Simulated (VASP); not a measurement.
# CoO (R3m) in VASP: notebook

CoO is run at these levels: PBE, PBEsol; tasks: single point.

Program: VASP 6.6.1. These are calculated values, not measurements. Logs are shortened: lines on timing, memory, paths and dates and some standing lists are left out, and cuts for length are marked.

## 1. The cell of the first run

It takes space group R3m (No. 160, trigonal). The conventional cell has a = 3.204 Å, b = 3.204 Å, c = 7.699 Å, α = 90.00°, β = 90.00°, γ = 120.00°. Within 2.5 Å of Co (site symmetry 3m) lie 4 O at 1.91 to 1.96 Å. O (site symmetry 3m) has 4 Co at 1.91 to 1.96 Å within 2.5 Å.

## 2. Single point, PBE, collinear spin, ferromagnetic start

INCAR

```
SYSTEM = CoO
  PREC = Accurate
  ENCUT = 600
  EDIFF = 1E-6
  ISMEAR = -1
  SIGMA = 0.05
  LREAL = .False.
  LASPH = .True.
  NELM = 200
  ALGO = Normal
  ISIF = 2
  LWAVE = .False.
  LCHARG = .False.
  ISPIN = 2
  MAGMOM = 2 0
  LORBIT = 11
  LMAXMIX = 4
  GGA = PE
  NBANDS = 22
  GGA_COMPAT = .False.
```

KPOINTS

```
Automatic mesh
0
Gamma
  10 10 10
  0 0 0
```

POSCAR

```
CoO
1.0
    1.6022198417      0.9250420569      2.5664708903
   -1.6022198417      0.9250420569      2.5664708903
    0.0000000000     -1.8500841138      2.5664708903
Co O
1 1
Direct
    0.9989783200      0.9989783200      0.9989783200
    0.7510210300      0.7510210300      0.7510210300
```

Potentials or basis: VASP PAW PBE potentials, release 64 (Co_sv, O).

Started as:

```
$ cat potpaw_PBE.64/Co_sv/POTCAR potpaw_PBE.64/O/POTCAR > POTCAR
$ mpirun -np 1 vasp_std > vasp.out
```

OUTCAR:

```text
SYSTEM = CoO
   PREC = Accurate
   ENCUT = 600
   EDIFF = 1E-6
   ISMEAR = -1
   LREAL = .False.
   LASPH = .True.
   NELM = 200
   ISIF = 2
   ISPIN = 2
   LORBIT = 11
   GGA = PE

 ion  position               nearest neighbor table
   1  0.999  0.999  0.999-   2 1.91   2 1.96   2 1.96   2 1.96
   2  0.751  0.751  0.751-   1 1.91   1 1.96   1 1.96   1 1.96

  LATTYP: Found a trigonal (rhomboedric) cell.
 ALAT       =     3.1637926700
 COS(alpha) =     0.4870699110

  Lattice vectors:

 A1 = (   1.6022198417,   0.9250420569,   2.5664708903)
 A2 = (  -1.6022198417,   0.9250420569,   2.5664708903)
 A3 = (   0.0000000000,  -1.8500841138,   2.5664708903)

Analysis of symmetry for initial positions (statically):
=====================================================================
 Subroutine PRICEL returns:
 Original cell was already a primitive cell.

 Routine SETGRP: Setting up the symmetry group for a
 trigonal (rhombohedral) supercell.

 Subroutine GETGRP returns: Found  6 space group operations
 (whereof  6 operations were pure point group operations)
 out of a pool of 12 trial point group operations.

The static configuration has the point symmetry C_3v.

Analysis of symmetry for dynamics (positions and initial velocities):
=====================================================================
 Subroutine PRICEL returns:
 Original cell was already a primitive cell.

 Routine SETGRP: Setting up the symmetry group for a
 trigonal (rhombohedral) supercell.

 Subroutine GETGRP returns: Found  6 space group operations
 (whereof  6 operations were pure point group operations)
 out of a pool of 12 trial point group operations.

The dynamic configuration has the point symmetry C_3v.

Analysis of structural, dynamic, and magnetic symmetry:
=====================================================================
 Subroutine PRICEL returns:
 Original cell was already a primitive cell.

 Routine SETGRP: Setting up the symmetry group for a
 trigonal (rhombohedral) supercell.

 Subroutine GETGRP returns: Found  6 space group operations
 (whereof  6 operations were pure point group operations)
 out of a pool of 12 trial point group operations.

The overall configuration has the point symmetry C_3v.

 Subroutine INISYM returns: Found  6 space group operations
 (whereof  6 operations are pure point group operations),
 and found     1 'primitive' translations

----------------------------------------------------------------------------------------

                                     Primitive cell

  volume of cell :      22.8229

  direct lattice vectors                    reciprocal lattice vectors
     1.602219842  0.925042057  2.566470890     0.312067038  0.180171988  0.129880037
    -1.602219842  0.925042057  2.566470890    -0.312067038  0.180171988  0.129880037
     0.000000000 -1.850084114  2.566470890     0.000000000 -0.360343977  0.129880037

  length of vectors
     3.163792670  3.163792670  3.163792670     0.383036037  0.383036037  0.383036037

  position of ions in fractional coordinates (direct lattice)
     0.998978320  0.998978320  0.998978320
     0.751021030  0.751021030  0.751021030

  ion indices of the primitive-cell ions
   primitive index   ion index
                 1           1
                 2           2

----------------------------------------------------------------------------------------

 KPOINTS: Automatic mesh

Automatic generation of k-mesh.
 Grid dimensions read from file:
 generate k-points for:   10   10   10

 Generating k-lattice:

  Cartesian coordinates                     Fractional coordinates (reciprocal lattice)
     0.031206704  0.018017199  0.012988004     0.100000000  0.000000000  0.000000000
    -0.031206704  0.018017199  0.012988004     0.000000000  0.100000000  0.000000000
     0.000000000 -0.036034398  0.012988004     0.000000000  0.000000000  0.100000000

  Length of vectors
     0.038303604  0.038303604  0.038303604

  Shift w.r.t. Gamma in fractional coordinates (k-lattice)
     0.000000000  0.000000000  0.000000000

 Subroutine IBZKPT returns following result:
 ===========================================

 Found    116 irreducible k-points:

 Following reciprocal coordinates:
            Coordinates               Weight
  0.000000  0.000000  0.000000      1.000000
  0.100000  0.000000 -0.000000      6.000000
  0.200000  0.000000 -0.000000      6.000000
  0.300000  0.000000  0.000000      6.000000
  0.400000 -0.000000 -0.000000      6.000000
  0.500000  0.000000 -0.000000      3.000000
[... 16 lines left out ...]
  0.300000  0.300000  0.000000      6.000000
  0.400000  0.300000  0.000000     12.000000
 [... further k-points ...]
   k-points           NKPTS =    116   k-points in BZ     NKDIM =    116   number of bands    NBANDS=     22
   number of dos      NEDOS =    301   number of ions     NIONS =      2
   total plane-waves  NPLWV =  21952
   dimension x,y,z NGX =    28 NGY =   28 NGZ =   28
   dimension x,y,z NGXF=    56 NGYF=   56 NGZF=   56
   ions per type =               1   1
   NGX,Y,Z   is equivalent  to a cutoff of  14.71, 14.71, 14.71 a.u.
   NGXF,Y,Z  is equivalent  to a cutoff of  29.43, 29.43, 29.43 a.u.
 SYSTEM =  CoO
   PREC   = accura    normal or accurate (medium, high low for compatibility)
   ISTART =      0    job   : 0-new  1-cont  2-samecut
   ICHARG =      2    charge: 1-file 2-atom 10-const
   ISPIN  =      2    spin polarized calculation?
   LNONCOLLINEAR =      F non collinear calculations
   LSORBIT =      F    spin-orbit coupling
   LASPH  =      T    aspherical Exc in radial PAW
   ENCUT  =  600.0 eV  44.10 Ry    6.64 a.u.   6.32  6.32  6.32*2*pi/ulx,y,z
   NELM   =    200;   NELMIN=  2; NELMDL= -5     # of ELM steps
   EDIFF  = 0.1E-05   stopping-criterion for ELM
   LREAL  =      F    real-space projection
[... 7 lines left out ...]
   TEBEG  =    0.0;   TEEND  =   0.0 temperature during run
   PSTRESS=    0.0 pullay stress
   NELECT =      23.0000    total number of electrons
   NUPDOWN=      -1.0000    fix difference up-down
   EMIN   =  10.00;   EMAX   =-10.00  energy-range for DOS
   EFERMI =   0.00;   METHOD = LEGACY
   ISMEAR =    -1;   SIGMA  =   0.05  broadening in eV -4-tet -1-fermi 0-gaus
   EFERMI_NEDOS =   21; number of points for ismear=-14 and -15
   IALGO  =     38    algorithm
   IMIX   =      4    mixing-type and parameters
     AMIX     =   0.40;   BMIX     =  1.00
     AMIX_MAG =   1.60;   BMIX_MAG =  1.00
  volume/ion in A,a.u.               =      11.41        77.01
  Fermi-wavevector in a.u.,A,eV,Ry     =   1.641322  3.101648 36.653238  2.693937
  Thomas-Fermi vector in A             =   2.731812
   LORBIT       =     11    0 simple, 1 ext, 2 COOP (PROOUT), +10 PAW based schemes
   GGA     = PE    functional components
   LHFCALC =     F    Hartree Fock is set to
   AEXX    =    0.0000 exact exchange contribution
   IVDW    =     0    specifies the selected vdW correction
   LEPSILON=     F    determine dielectric tensor
   LRPA    =     F    only Hartree local field effects (RPA)
 spin polarized calculation
  energy-cutoff  :      600.00
  volume of cell :       22.82
 maximum number of plane-waves:       773
 NGX is ok and might be reduce to    28
   NGX = 13   NGY = 13   NGZ = 13

 number of electron      23.0000013 magnetization       2.7514722

 Free energy of the ion-electron system (eV)
  ---------------------------------------------------
  ext. energy  EPLUGINS =         0.00000000
  ---------------------------------------------------
  free energy    TOTEN  =       -13.44899792 eV

  energy without entropy =      -13.43316999  energy(sigma->0) =      -13.44108396

 E-fermi :   6.8671     XC(G=0): -11.4624

 val. band max:        6.8547854074   @ k =  -0.2000   0.2000   0.0000
 cond. band min:       6.8710939759   @ k =  -0.3000   0.4000   0.3000
 fundamental gap:      0.0163085685
 Fermi energy:         6.8670546390

 spin component 1

 k-point     1 :       0.0000    0.0000    0.0000
  band No.  band energies     occupation
      1     -89.6727      1.00000
      2     -52.9581      1.00000
      3     -52.9165      1.00000
      4     -52.9165      1.00000
      5     -13.1911      1.00000
      6       0.6539      1.00000
[... 14 lines left out ...]
     21      27.4112      0.00000
     22      29.5502      0.00000

 k-point     2 :       0.1000    0.0000   -0.0000
  band No.  band energies     occupation
      1     -89.6725      1.00000
      2     -52.9585      1.00000
      3     -52.9191      1.00000
      4     -52.9171      1.00000
      5     -13.1341      1.00000
      6       0.5538      1.00000
[... 542 lines left out ...]
 k-point    24 :       0.4000    0.3000    0.0000
  band No.  band energies     occupation
      1     -89.6710      1.00000
      2     -52.9697      1.00000
      3     -52.9291      1.00000
      4     -52.9243      1.00000
      5     -12.5364      1.00000
      6      -0.1946      1.00000
[... 14 lines left out ...]
     21      33.4591      0.00000
     22      35.3587      0.00000

 [... further k-points ...]

 spin component 2

 k-point     1 :       0.0000    0.0000    0.0000
  band No.  band energies     occupation
      1     -86.8505      1.00000
      2     -50.2010      1.00000
      3     -50.1668      1.00000
      4     -50.1668      1.00000
      5     -12.6803      1.00000
      6       1.8306      1.00000
[... 14 lines left out ...]
     21      27.8940      0.00000
     22      29.9694      0.00000

 k-point     2 :       0.1000    0.0000   -0.0000
  band No.  band energies     occupation
      1     -86.8503      1.00000
      2     -50.2017      1.00000
      3     -50.1696      1.00000
      4     -50.1673      1.00000
      5     -12.6204      1.00000
      6       1.6623      1.00000
[... 542 lines left out ...]
 k-point    24 :       0.4000    0.3000    0.0000
  band No.  band energies     occupation
      1     -86.8486      1.00000
      2     -50.2150      1.00000
      3     -50.1809      1.00000
      4     -50.1756      1.00000
      5     -11.9896      1.00000
      6       0.4698      1.00000
[... 14 lines left out ...]
     21      33.9422      0.00000
     22      35.8571      0.00000

 [... further k-points ...]

------------------------ aborting loop because EDIFF is reached ----------------------------------------

  FORCE on cell =-STRESS in cart. coord.  units (eV):
  Direction    XX          YY          ZZ          XY          YZ          ZX
  --------------------------------------------------------------------------------------
  -------------------------------------------------------------------------------------
  Total       -0.5592449     -0.5592449      0.2035680      0.0000000     -0.0000000      0.0000000
  in kB      -39.2592019    -39.2592019     14.2905505      0.0000000     -0.0000000      0.0000000
  external PRESSURE =     -21.4092845 kB  Pullay stress =       0.0000000 kB

 VOLUME and BASIS-vectors are now :
 -----------------------------------------------------------------------------
  energy-cutoff  :      600.00
  volume of cell :       22.82
      direct lattice vectors                 reciprocal lattice vectors
     1.602219842  0.925042057  2.566470890     0.312067038  0.180171988  0.129880037
    -1.602219842  0.925042057  2.566470890    -0.312067038  0.180171988  0.129880037
     0.000000000 -1.850084114  2.566470890     0.000000000 -0.360343977  0.129880037

 POSITION                                       TOTAL-FORCE (eV/Angst)
 -----------------------------------------------------------------------------------
      0.00000      0.00000      7.69155         0.000000      0.000000      0.260246
      0.00000      0.00000      5.78242         0.000000     -0.000000     -0.260246
 -----------------------------------------------------------------------------------
    total drift:                               -0.000000      0.000000      0.000538

  FREE ENERGIE OF THE ION-ELECTRON SYSTEM (eV)
  ---------------------------------------------------
  free  energy   TOTEN  =       -13.4489979201 eV

  energy  without entropy=      -13.4331699936  energy(sigma->0) =      -13.44108396

 total charge

# of ion       s       p       d       tot
------------------------------------------
    1        2.166   6.089   6.683  14.938
    2        1.549   3.444   0.000   4.993
--------------------------------------------------
tot          3.715   9.533   6.683  19.931

 magnetization (x)

# of ion       s       p       d       tot
------------------------------------------
    1        0.012   0.022   2.280   2.314
    2        0.021   0.268   0.000   0.288
--------------------------------------------------
tot          0.033   0.290   2.280   2.602
```

It took 2.7 min on 1 thread of Intel Xeon Platinum 8488C (Sapphire Rapids), shared host; peak memory 0.24 GiB.

Results:

```yaml
Free_energy: -13.4490 eV
Pressure: -2.1 GPa
Largest_force: 0.260 eV/Å
Net_moment: 2.75 μB per cell
Site_moments: Co +2.31; O +0.29 μB
Valence_electrons_inside_the_program's_atomic_spheres: Co 14.94; O 4.99
```

Forces on the atoms (eV/Å):
```
Co   0.000  0.000  0.260
O    0.000  0.000 -0.260
```

Stress tensor (GPa, compression positive):
```
-3.93  0.00  0.00
 0.00 -3.93  0.00
 0.00  0.00  1.43
```

Levels at points of the mesh, in eV from the Fermi level:
Spin up:
```
           k point  band 11  band 12  band 13  band 14  band 15  band 16
(0.00, 0.00, 0.00)     0.11     0.27     0.27     0.42    13.99    13.99
(0.50, 0.00, 0.00)    -2.12    -0.51    -0.46     5.71     6.91    13.51
(0.50, 0.50, 0.00)    -1.80    -1.67    -1.50     5.18     9.92    11.12
(0.50, 0.50, 0.50)    -2.16    -0.63    -0.63     5.67     7.22    13.42
```
Spin down:
| k point | band 6 | band 7 | band 8 | band 9 | band 10 | band 11 | band 12 | band 13 | band 14 | band 15 |
| --- | --- | --- | --- | --- | --- | --- | --- | --- | --- | --- |
| (0.00, 0.00, 0.00) | -5.04 | -4.95 | -4.95 | -0.52 | -0.52 | 0.62 | 2.64 | 2.64 | 2.72 | 14.45 |
| (0.50, 0.00, 0.00) | -6.53 | -4.80 | -4.77 | -0.30 | -0.28 | 0.32 | 1.79 | 1.81 | 6.18 | 7.66 |
| (0.50, 0.50, 0.00) | -6.59 | -4.53 | -4.49 | -0.78 | -0.14 | 0.02 | 0.97 | 1.03 | 6.21 | 10.62 |
| (0.50, 0.50, 0.50) | -6.50 | -4.72 | -4.72 | -0.26 | -0.26 | 0.15 | 1.66 | 1.66 | 6.13 | 8.01 |

Caveat: a cell with one magnetic atom can't hold antiferromagnetic order, which such compounds often take; semilocal functionals often make such compounds metallic where correlation or magnetic order opens a gap, which also shifts bond lengths.

## 3. Single point, PBEsol, collinear spin, ferromagnetic start

This run uses another cell than the first one, of 10.73 Å³/atom.

INCAR

```
PREC = Accurate
ENCUT = 600
EDIFF = 1E-6
ISMEAR = -1
SIGMA = 0.05
LREAL = F
LASPH = T
NELM = 200
ALGO = Normal
ISIF = 2
LWAVE = F
LCHARG = T
ISPIN = 2
MAGMOM = 2 0
LORBIT = 11
LMAXMIX = 4
GGA = PS
LELF = T
LVHAR = T
NBANDS = 22
GGA_COMPAT = F
```

KPOINTS

```
regular mesh
0
Gamma
  10 10 10
```

POSCAR

```
CoO
1.0
    1.5695123000      0.9061583489      2.5140792326
   -1.5695123000      0.9061583489      2.5140792326
    0.0000000000     -1.8123166978      2.5140792326
Co O
1 1
Direct
    0.9989783200      0.9989783200      0.9989783200
    0.7510210300      0.7510210300      0.7510210300
```

Potentials or basis: VASP PAW PBE potentials, release 64 (Co_sv, O).

Started as:

```
$ cat potpaw_PBE.64/Co_sv/POTCAR potpaw_PBE.64/O/POTCAR > POTCAR
$ mpirun -np 1 vasp_std > vasp.out
```

It took 85 s on 1 thread of AMD EPYC 9R45 (Zen 5), shared host; peak memory 0.21 GiB.

It converged, with:

```yaml
Free_energy: -14.3434 eV
Pressure: -4.1 GPa
Largest_force: 0.280 eV/Å
Net_moment: 2.38 μB per cell
Site_moments: Co +2.03; O +0.24 μB
Valence_electrons_inside_the_program's_atomic_spheres: Co 14.99; O 4.98
```

Forces in eV/Å, atoms in the order of the input:
```
Co   0.000  0.000  0.280
O    0.000  0.000 -0.280
```

Stress tensor (GPa, compression positive):
```
-6.03  0.00  0.00
 0.00 -6.03  0.00
 0.00  0.00 -0.17
```

Levels at points of the mesh, in eV from the Fermi level:
Spin up:
```tsv
k point	band 11	band 12	band 13	band 14	band 15	band 16
(0.00, 0.00, 0.00)	0.19	0.56	0.56	0.73	14.37	14.37
(0.50, 0.00, 0.00)	-2.04	-0.31	-0.24	5.91	7.14	13.90
(0.50, 0.50, 0.00)	-1.63	-1.48	-1.41	5.39	10.35	11.42
(0.50, 0.50, 0.50)	-2.07	-0.44	-0.44	5.87	7.48	13.80
```
Spin down:
```
           k point  band 8  band 9  band 10  band 11  band 12  band 13
(0.00, 0.00, 0.00)   -5.52   -0.56    -0.56     0.58     2.57     2.57
(0.50, 0.00, 0.00)   -5.30   -0.35    -0.33     0.03     1.65     1.68
(0.50, 0.50, 0.00)   -4.96   -1.20    -0.13     0.01     0.72     0.79
(0.50, 0.50, 0.50)   -5.24   -0.31    -0.31    -0.15     1.51     1.51
```

Caveat: the cell stands under tension; the PAW data sets were made with another functional, which shifts forces and pressure a little; a cell with one magnetic atom can't hold antiferromagnetic order, which such compounds often take; semilocal functionals often make such compounds metallic where correlation or magnetic order opens a gap, which also shifts bond lengths.

[end of part 1 of 2]
